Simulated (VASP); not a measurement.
**B2W: single point with LDA**

B2W:

```xyz
3
Lattice="3.0200 0.0000 0.0000 -1.5100 2.6154 0.0000 0.0000 0.0000 3.0195" Properties=species:S:1:pos:R:3 pbc="T T T"
B     0.0000    1.7436    1.5097
B     1.5100    0.8718    1.5097
W     0.0000    0.0000    0.0000
```

This cell differs from its parent crystal: zz strain of -1 %.

- Program: VASP 6.6.1
- Task: single point
- Functional: LDA
- Potentials or basis: VASP PAW LDA potentials, release 64 (B, W_sv)
- Cutoff: 520 eV
- k mesh: 14 × 14 × 12
- Occupations: fermi-dirac, width 0.05 eV
- Spin: no spin polarisation
- Dipole correction: no
- Further INCAR settings: ALGO = Normal; EDIFF = 1e-07; NBANDS = 17

```
Pressure               : 29.0 GPa
Band gap on the k mesh : zero (bands 10 and 11 overlap by 4.93 eV)
```

Stress tensor (GPa, compression positive):
```
22.24  0.00  0.00
 0.00 22.24  0.00
 0.00  0.00 42.51
```

Levels at points of the mesh, in eV from the Fermi level:
```tsv
k point	band 7	band 8	band 9	band 10	band 11	band 12	band 13	band 14
(0.00, 0.00, 0.00)	-6.43	-6.26	-3.61	0.38	0.38	3.44	3.44	3.46
(0.50, 0.00, 0.00)	-6.49	-6.40	-5.56	-0.63	1.33	1.55	2.21	5.89
(0.00, 0.00, 0.50)	-3.86	-3.86	-3.06	-3.06	-2.76	-2.76	0.98	3.16
(0.50, 0.00, 0.50)	-8.30	-8.10	-5.05	2.01	2.25	3.33	5.24	5.51
```

Run time: 49 s on 1 thread of Intel Xeon 8259CL (shared host), peak memory 0.18 GiB.

Caveat: the cell differs from its parent crystal (zz strain of -1 %); the cell stands under pressure; spin-orbit coupling is left out, which moves the levels of the heavy elements.
